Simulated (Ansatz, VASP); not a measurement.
## Two plane-wave programs on AlNi

File INCAR:

```
  PREC = Accurate
  ENCUT = 520
  EDIFF = 1E-6
  ISMEAR = 0
  SIGMA = 0.15
  LREAL = F
  LASPH = T
  NELM = 80
  ALGO = Fast
  ISIF = 2
  LWAVE = F
  LCHARG = T
  GGA = PE
  LELF = T
  LVHAR = T
  NBANDS = 28
```

File KPOINTS:

```
regular mesh
0
Gamma
  15 15 5
```

The input POSCAR:

```
AlNi
1.0
    0.0000000000     -2.8927237813      0.0000000000
    0.0000000000      0.0000000000     -2.8927237813
    9.8781713440     -0.9642412604     -0.9642412604
Al Ni
3 3
Direct
    0.7803699935     -0.2196300065      0.6588900194
    0.9755966659     -0.0244033341      0.0732100022
    0.8779833297     -0.1220166703      0.3660500108
    0.2315633254      0.2315633254      0.8053100237
    0.4267899978      0.4267899978      0.2196300065
    0.3291766616      0.3291766616      0.5124700151
```

Input for Ansatz:

```yaml
crystal:
  lattice:
    - [0.0, -2.8927237813, 0.0]
    - [0.0, 0.0, -2.8927237813]
    - [9.878171344, -0.9642412604, -0.9642412604]
  atoms:
    - { symbol: Al, position: [0.7803699935, -0.2196300065, 0.6588900194] }
    - { symbol: Al, position: [0.9755966659, -0.0244033341, 0.0732100022] }
    - { symbol: Al, position: [0.8779833297, -0.1220166703, 0.3660500108] }
    - { symbol: Ni, position: [0.2315633254, 0.2315633254, 0.8053100237] }
    - { symbol: Ni, position: [0.4267899978, 0.4267899978, 0.2196300065] }
    - { symbol: Ni, position: [0.3291766616, 0.3291766616, 0.5124700151] }
basis:
  ecutwfc: 520.0
kpoints:
  mp_grid: { grid: [15, 15, 5] }
hamiltonian:
  xc: pbe
  pseudopotentials: { kind: paw, azcp: { folder: soft_1 } }
scf:
  occupations: { method: gaussian, width: 0.15 }
output:
  forces: true
  stress: true
  eigenvalues: true
  write_density: true
  write_potential: true
  elf: true
  volumetric_format: npy
```

Alike in both runs: task single point; functional PBE; k mesh 15 × 15 × 5; occupations gaussian, width 0.15 eV; no spin polarisation.

```csv
,VASP,Ansatz
version,VASP 6.6.1,Ansatz 0.2.0
potentials or method,"VASP PAW PBE potentials, release 64 (Al, Ni), cutoff 520 eV","scalar-relativistic, plane waves, PAW"
valence electrons in the cell,39,63
```

```csv
,VASP,Ansatz,Ansatz less VASP
gap on the k mesh at the Fermi level (eV),none,none,-
pressure (GPa),-5.4,-5.6,-0.19
"traceless stress, the component that is largest in VASP (GPa)",-1.11,-1.11,-0.003
rms of the force components (eV/Å),0.288,0.290,+0.0022
```

Atom by atom the forces differ by 0.004 eV/Å (rms over components). A gap of «none» marks a metal or a gap that the smearing closes. VASP's potentials hold 39 valence electrons a cell and Ansatz's 63, so a difference there can come from the potentials and not from the codes.
